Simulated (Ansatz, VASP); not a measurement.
**PbO2: VASP beside Ansatz**

The input POSCAR:

```
PbO2
1.0
    4.9838460811      0.0000000000      0.0000000000
    0.0000000000      4.9838460811      0.0000000000
    0.0000000000      0.0000000000      3.4757747491
Pb O
2 4
Direct
    0.0000000000      0.0000000000      0.0000000000
    0.5000000000      0.5000000000      0.5000000000
    0.3077420961      0.3077420961      0.0000000000
    0.1922579039      0.8077420961      0.5000000000
    0.8077420961      0.1922579039      0.5000000000
    0.6922579039      0.6922579039      0.0000000000
```

File INCAR.step1:

```
SYSTEM = PbO2
PREC     = Accurate       ! precision mode
ENCUT    = 520            ! plane-wave cutoff, eV
ISMEAR   = -1             ! smearing method
SIGMA    = 0.02           ! smearing width, eV
LREAL    = .FALSE.        ! projectors in reciprocal space
LASPH    = .TRUE.         ! aspherical terms in the spheres
NELM     = 100            ! most SCF steps
NBANDS   = 35             ! bands
GGA      = PE             ! functional
ALGO     = Normal         ! electronic algorithm
EDIFF    = 1E-4           ! SCF threshold, eV
LWAVE    = .TRUE.         ! write WAVECAR
LCHARG   = .FALSE.        ! write CHGCAR
```

INCAR.step2

```
SYSTEM = PbO2
PREC     = Accurate       ! precision mode
ENCUT    = 520            ! plane-wave cutoff, eV
EDIFF    = 1E-6           ! SCF threshold, eV
ISMEAR   = -1             ! smearing method
SIGMA    = 0.02           ! smearing width, eV
LREAL    = .FALSE.        ! projectors in reciprocal space
LASPH    = .TRUE.         ! aspherical terms in the spheres
NELM     = 100            ! most SCF steps
ALGO     = Normal         ! electronic algorithm
ISIF     = 2              ! what is computed and relaxed
LWAVE    = .FALSE.        ! write WAVECAR
LCHARG   = .FALSE.        ! write CHGCAR
METAGGA  = R2SCAN         ! meta-GGA
LMIXTAU  = .TRUE.       
NBANDS   = 35             ! bands
ISTART   = 1
```

Contents of KPOINTS:

```
regular mesh
0
G
  6 6 8
  0 0 0
```

Input for Ansatz:

```yaml
crystal:
  lattice:
    - [4.9838460811, 0.0, 0.0]
    - [0.0, 4.9838460811, 0.0]
    - [0.0, 0.0, 3.4757747491]
  atoms:
    - { symbol: Pb, position: [0.0, 0.0, 0.0] }
    - { symbol: Pb, position: [0.5, 0.5, 0.5] }
    - { symbol: O, position: [0.3077420961, 0.3077420961, 0.0] }
    - { symbol: O, position: [0.1922579039, 0.8077420961, 0.5] }
    - { symbol: O, position: [0.8077420961, 0.1922579039, 0.5] }
    - { symbol: O, position: [0.6922579039, 0.6922579039, 0.0] }
kpoints:
  mp_grid: { grid: [6, 6, 8] }
  band_path:
    path:
      - [0.0, 0.0, 0.0]
      - [0.0, 0.5, 0.0]
      - [0.5, 0.5, 0.0]
      - [0.0, 0.0, 0.5]
      - [0.0, 0.5, 0.5]
      - [0.5, 0.5, 0.5]
      - [-0.073242, -0.073242, 0.093424]
      - [-0.092611, -0.092611, -0.07373]
    npoints: 1
hamiltonian:
  xc: r2scan
scf:
  occupations: { method: fermi_dirac, width: 0.02 }
  n_extra_bands: 5
output:
  forces: true
  stress: true
  eigenvalues: true
```

Change from the starting cell: uniaxial_z strain +2.0%.

Alike in both runs: task single point; functional r2SCAN; k mesh 6 × 6 × 8; occupations fermi-dirac, width 0.02 eV; no spin polarisation.

|  | VASP | Ansatz |
| --- | --- | --- |
| version | VASP 6.6.1 | Ansatz 0.2.0 |
| potentials or method | VASP PAW PBE potentials, release 64 (Pb_d, O) | plane waves, PAW |
| plane-wave cutoff (eV) | 520 | 500 |
| valence electrons in the cell | 52 | 52 |

```tsv
	VASP	Ansatz	Ansatz less VASP
pressure (GPa)	-2.6	-3.4	-0.83
traceless stress, the component that is largest in VASP (GPa)	-1.71	-1.96	-0.244
rms of the force components (eV/Å)	0.004	0.001	-0.0038
```

VASP's potentials were made for PBE, not for r2SCAN. Atom by atom the forces differ by 0.005 eV/Å (rms over components).

Spin-orbit coupling is off throughout.
